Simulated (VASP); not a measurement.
# ScF3 (Pm-3m) in VASP: notebook

Runs on ScF3. Level: LDA. Tasks: electric field gradients.

Program: VASP 6.6.1. These are calculated values, not measurements. Logs are shortened: lines on timing, memory, paths and dates and some standing lists are left out, and cuts for length are marked.

## Step 1: The cell of the first run

It takes space group Pm-3m (No. 221, cubic). The conventional cell has a = 3.958 Å, b = 3.958 Å, c = 3.958 Å, α = 90.00°, β = 90.00°, γ = 90.00°. Within 2.6 Å of Sc (site symmetry m-3m) lie 6 F at 1.98 Å. Within 2.6 Å of F (site symmetry 4/mmm) lie 2 Sc at 1.98 Å.

## Step 2: Electric field gradients, LDA (volume scaled by 0.96)

INCAR reads:

```
PREC     = Accurate       # precision mode
ENCUT    = 520            # plane-wave cutoff, eV
EDIFF    = 1E-8           # SCF threshold, eV
ISMEAR   = -1             # smearing method
SIGMA    = 0.02           # smearing width, eV
LREAL    = F              # projectors in reciprocal space
LASPH    = T              # aspherical terms in the spheres
NELM     = 60             # most SCF steps
ALGO     = Normal         # electronic algorithm
ISIF     = 2              # what is computed and relaxed
LWAVE    = F              # write WAVECAR
LCHARG   = F              # write CHGCAR
LEFG     = T            
NBANDS   = 24             # bands
```

KPOINTS reads:

```
Automatic mesh
0
Gamma
  6 6 6
```

POSCAR reads:

```
ScF3
1.0
    3.9582210551      0.0000000000      0.0000000000
    0.0000000000      3.9582210551      0.0000000000
    0.0000000000      0.0000000000      3.9582210551
Sc F
1 3
Direct
    0.0000000000      0.0000000000      0.0000000000
    0.5000000000      0.0000000000      0.0000000000
    0.0000000000      0.5000000000      0.0000000000
    0.0000000000      0.0000000000      0.5000000000
```

Potentials or basis: VASP PAW LDA potentials, release 64 (Sc_sv, F).

The run is started by

```
> cat potpaw_LDA.64/Sc_sv/POTCAR potpaw_LDA.64/F/POTCAR > POTCAR
> mpirun -np 1 vasp_std > vasp.out
```

OUTCAR:

```text
PREC = Accurate
   ENCUT = 520
   EDIFF = 1E-8
   ISMEAR = -1
   LREAL = F
   LASPH = T
   NELM = 60
   ISIF = 2

 ion  position               nearest neighbor table
   1  0.000  0.000  0.000-   2 1.98   3 1.98   4 1.98   4 1.98   3 1.98   2 1.98
   2  0.500  0.000  0.000-   1 1.98   1 1.98
   3  0.000  0.500  0.000-   1 1.98   1 1.98
   4  0.000  0.000  0.500-   1 1.98   1 1.98

  LATTYP: Found a simple cubic cell.
 ALAT       =     3.9582210551

  Lattice vectors:

 A1 = (   3.9582210551,   0.0000000000,   0.0000000000)
 A2 = (   0.0000000000,   3.9582210551,   0.0000000000)
 A3 = (   0.0000000000,   0.0000000000,   3.9582210551)

Analysis of symmetry for initial positions (statically):
=====================================================================
 Subroutine PRICEL returns:
 Original cell was already a primitive cell.

 Routine SETGRP: Setting up the symmetry group for a
 simple cubic supercell.

 Subroutine GETGRP returns: Found 48 space group operations
 (whereof 48 operations were pure point group operations)
 out of a pool of 48 trial point group operations.

The static configuration has the point symmetry O_h .

Analysis of symmetry for dynamics (positions and initial velocities):
=====================================================================
 Subroutine PRICEL returns:
 Original cell was already a primitive cell.

 Routine SETGRP: Setting up the symmetry group for a
 simple cubic supercell.

 Subroutine GETGRP returns: Found 48 space group operations
 (whereof 48 operations were pure point group operations)
 out of a pool of 48 trial point group operations.

The dynamic configuration has the point symmetry O_h .

 Subroutine INISYM returns: Found 48 space group operations
 (whereof 48 operations are pure point group operations),
 and found     1 'primitive' translations

----------------------------------------------------------------------------------------

                                     Primitive cell

  volume of cell :      62.0155

  direct lattice vectors                    reciprocal lattice vectors
     3.958221055  0.000000000  0.000000000     0.252638745  0.000000000  0.000000000
     0.000000000  3.958221055  0.000000000     0.000000000  0.252638745  0.000000000
     0.000000000  0.000000000  3.958221055     0.000000000  0.000000000  0.252638745

  length of vectors
     3.958221055  3.958221055  3.958221055     0.252638745  0.252638745  0.252638745

  position of ions in fractional coordinates (direct lattice)
     0.000000000  0.000000000  0.000000000
     0.500000000  0.000000000  0.000000000
     0.000000000  0.500000000  0.000000000
     0.000000000  0.000000000  0.500000000

  ion indices of the primitive-cell ions
   primitive index   ion index
                 1           1
                 2           2
                 3           3
                 4           4

----------------------------------------------------------------------------------------

 KPOINTS: Automatic mesh

Automatic generation of k-mesh.
 Grid dimensions read from file:
 generate k-points for:    6    6    6

 Generating k-lattice:

  Cartesian coordinates                     Fractional coordinates (reciprocal lattice)
     0.042106458  0.000000000  0.000000000     0.166666667  0.000000000  0.000000000
     0.000000000  0.042106458  0.000000000     0.000000000  0.166666667  0.000000000
     0.000000000  0.000000000  0.042106458     0.000000000  0.000000000  0.166666667

  Length of vectors
     0.042106458  0.042106458  0.042106458

  Shift w.r.t. Gamma in fractional coordinates (k-lattice)
     0.000000000  0.000000000  0.000000000

 Subroutine IBZKPT returns following result:
 ===========================================

 Found     20 irreducible k-points:

 Following reciprocal coordinates:
            Coordinates               Weight
  0.000000  0.000000  0.000000      1.000000
  0.166667  0.000000  0.000000      6.000000
  0.333333  0.000000  0.000000      6.000000
  0.500000  0.000000  0.000000      3.000000
  0.166667  0.166667  0.000000     12.000000
  0.333333  0.166667  0.000000     24.000000
[... 12 lines left out ...]
  0.500000  0.500000  0.333333      6.000000
  0.500000  0.500000  0.500000      1.000000
   k-points           NKPTS =     20   k-points in BZ     NKDIM =     20   number of bands    NBANDS=     24
   number of dos      NEDOS =    301   number of ions     NIONS =      4
   total plane-waves  NPLWV =  27000
   dimension x,y,z NGX =    30 NGY =   30 NGZ =   30
   dimension x,y,z NGXF=    60 NGYF=   60 NGZF=   60
   ions per type =               1   3
   NGX,Y,Z   is equivalent  to a cutoff of  12.60, 12.60, 12.60 a.u.
   NGXF,Y,Z  is equivalent  to a cutoff of  25.20, 25.20, 25.20 a.u.
 SYSTEM =  unknown system
   PREC   = accura    normal or accurate (medium, high low for compatibility)
   ISTART =      0    job   : 0-new  1-cont  2-samecut
   ICHARG =      2    charge: 1-file 2-atom 10-const
   ISPIN  =      1    spin polarized calculation?
   LNONCOLLINEAR =      F non collinear calculations
   LSORBIT =      F    spin-orbit coupling
   LASPH  =      T    aspherical Exc in radial PAW
   ENCUT  =  520.0 eV  38.22 Ry    6.18 a.u.   7.36  7.36  7.36*2*pi/ulx,y,z
   NELM   =     60;   NELMIN=  2; NELMDL= -5     # of ELM steps
   EDIFF  = 0.1E-07   stopping-criterion for ELM
   LREAL  =      F    real-space projection
   EDIFFG = 0.1E-06   stopping-criterion for IOM
   NSW    =      0    number of steps for IOM
   IBRION =     -1    ionic relax: 0-MD 1-quasi-New 2-CG
   NFREE  =      0    steps in history (QN), initial steepest desc. (CG)
   ISIF   =      2    stress and relaxation
   ISYM   =      2    0-nonsym 1-usesym 2-fastsym
   POTIM  = 0.5000    time-step for ionic-motion
   TEBEG  =    0.0;   TEEND  =   0.0 temperature during run
   PSTRESS=    0.0 pullay stress
   NELECT =      32.0000    total number of electrons
   NUPDOWN=      -1.0000    fix difference up-down
   EMIN   =  10.00;   EMAX   =-10.00  energy-range for DOS
   EFERMI =   0.00;   METHOD = LEGACY
   ISMEAR =    -1;   SIGMA  =   0.02  broadening in eV -4-tet -1-fermi 0-gaus
   EFERMI_NEDOS =   21; number of points for ismear=-14 and -15
   IALGO  =     38    algorithm
   IMIX   =      4    mixing-type and parameters
     AMIX     =   0.40;   BMIX     =  1.00
     AMIX_MAG =   1.60;   BMIX_MAG =  1.00
  volume/ion in A,a.u.               =      15.50       104.63
  Fermi-wavevector in a.u.,A,eV,Ry     =   1.313081  2.481363 23.458909  1.724181
  Thomas-Fermi vector in A             =   2.443428
   LORBIT       =      0    0 simple, 1 ext, 2 COOP (PROOUT), +10 PAW based schemes
   GGA     = CA    functional components
   LHFCALC =     F    Hartree Fock is set to
   AEXX    =    0.0000 exact exchange contribution
   IVDW    =     0    specifies the selected vdW correction
   LEPSILON=     F    determine dielectric tensor
   LRPA    =     F    only Hartree local field effects (RPA)
 non-spin polarized calculation
  energy-cutoff  :      520.00
  volume of cell :       62.02
 maximum number of plane-waves:      1743
 NGX is ok and might be reduce to    30
   NGX = 15   NGY = 15   NGZ = 15

 number of electron      31.9999968 magnetization

 Free energy of the ion-electron system (eV)
  ---------------------------------------------------
  ext. energy  EPLUGINS =         0.00000000
  ---------------------------------------------------
  free energy    TOTEN  =       -29.57802040 eV

  energy without entropy =      -29.57802040  energy(sigma->0) =      -29.57802040

 E-fermi :  -3.1041     XC(G=0):  -9.0565

 val. band max:       -3.6728178947   @ k =   0.5000   0.5000   0.5000
 cond. band min:       2.7161099155   @ k =   0.0000   0.0000   0.0000
 fundamental gap:      6.3889278102
 Fermi energy:        -3.1041146221

 k-point     1 :       0.0000    0.0000    0.0000
  band No.  band energies     occupation
      1     -48.6754      2.00000
      2     -27.7545      2.00000
      3     -27.7545      2.00000
      4     -27.7545      2.00000
      5     -23.4122      2.00000
      6     -23.1254      2.00000
[... 529 lines left out ...]
     23      11.6317      0.00000
     24      11.6402      0.00000

------------------------ aborting loop because EDIFF is reached ----------------------------------------

  FORCE on cell =-STRESS in cart. coord.  units (eV):
  Direction    XX          YY          ZZ          XY          YZ          ZX
  --------------------------------------------------------------------------------------
  -------------------------------------------------------------------------------------
  Total        0.7815127      0.7815127      0.7815127     -0.0000000     -0.0000000      0.0000000
  in kB       20.1904720     20.1904720     20.1904720     -0.0000000     -0.0000000      0.0000000
  external PRESSURE =      20.1904720 kB  Pullay stress =       0.0000000 kB

 VOLUME and BASIS-vectors are now :
 -----------------------------------------------------------------------------
  energy-cutoff  :      520.00
  volume of cell :       62.02
      direct lattice vectors                 reciprocal lattice vectors
     3.958221055  0.000000000  0.000000000     0.252638745  0.000000000  0.000000000
     0.000000000  3.958221055  0.000000000     0.000000000  0.252638745  0.000000000
     0.000000000  0.000000000  3.958221055     0.000000000  0.000000000  0.252638745

 POSITION                                       TOTAL-FORCE (eV/Angst)
 -----------------------------------------------------------------------------------
      0.00000      0.00000      0.00000         0.000000      0.000000      0.000000
      1.97911      0.00000      0.00000         0.000000      0.000000      0.000000
      0.00000      1.97911      0.00000         0.000000      0.000000      0.000000
      0.00000      0.00000      1.97911         0.000000      0.000000      0.000000
 -----------------------------------------------------------------------------------
    total drift:                               -0.000000      0.000000      0.000000

  FREE ENERGIE OF THE ION-ELECTRON SYSTEM (eV)
  ---------------------------------------------------
  free  energy   TOTEN  =       -29.5780203955 eV

  energy  without entropy=      -29.5780203955  energy(sigma->0) =      -29.57802040

 Electric field gradients (V/A^2)
---------------------------------------------------------------------
 ion       V_xx      V_yy      V_zz      V_xy      V_xz      V_yz
---------------------------------------------------------------------
   1       0.000    -0.000     0.000     0.000    -0.000     0.000
   2      49.118   -24.559   -24.559    -0.000    -0.000     0.000
   3     -24.559    49.118   -24.559     0.000     0.000     0.000
   4     -24.559   -24.559    49.118     0.000    -0.000     0.000
---------------------------------------------------------------------

 Electric field gradients after diagonalization (V/A^2)
 (convention: |V_zz| > |V_xx| > |V_yy|)
----------------------------------------------------------------------
 ion       V_xx      V_yy      V_zz     asymmetry (V_yy - V_xx)/ V_zz
----------------------------------------------------------------------
   1       0.000     0.000    -0.000       0.040
   2     -24.559   -24.559    49.118       0.000
   3     -24.559   -24.559    49.118       0.000
   4     -24.559   -24.559    49.118       0.000
----------------------------------------------------------------------

           NMR quadrupolar parameters

 Cq : quadrupolar parameter    Cq=e*Q*V_zz/h
 eta: asymmetry parameters     (V_yy - V_xx)/ V_zz
 Q  : nuclear electric quadrupole moment in mb (millibarn)
----------------------------------------------------------------------
 ion       Cq(MHz)       eta       Q (mb)
----------------------------------------------------------------------
   1      -0.000       0.040       1.000
   2       0.119       0.000       1.000
   3       0.119       0.000       1.000
   4       0.119       0.000       1.000
----------------------------------------------------------------------
```

Run time: 20 s. Hardware: 1 thread of AMD EPYC 7R13 (Zen 3), shared host; peak memory 0.13 GiB.

Results:

| Quantity | Value |
| --- | --- |
| Free energy | -29.5780 eV |
| Pressure | 2.0 GPa |
| Band gap on the k mesh | 6.39 eV, indirect (least direct gap 6.92 eV) |

Electric field gradients, principal values (V/Å²):
```tsv
atom	least	middle	greatest (by size)
1 Sc	0.000	0.000	0.000
2 F	-24.559	-24.559	49.118
3 F	-24.559	-24.559	49.118
4 F	-24.559	-24.559	49.118
```

Caveat: without QUAD_EFG the Cq values of the log hold for a quadrupole moment of 1 mb, not for the nuclei. A k mesh can miss the band edges.

[end of part 1 of 2]
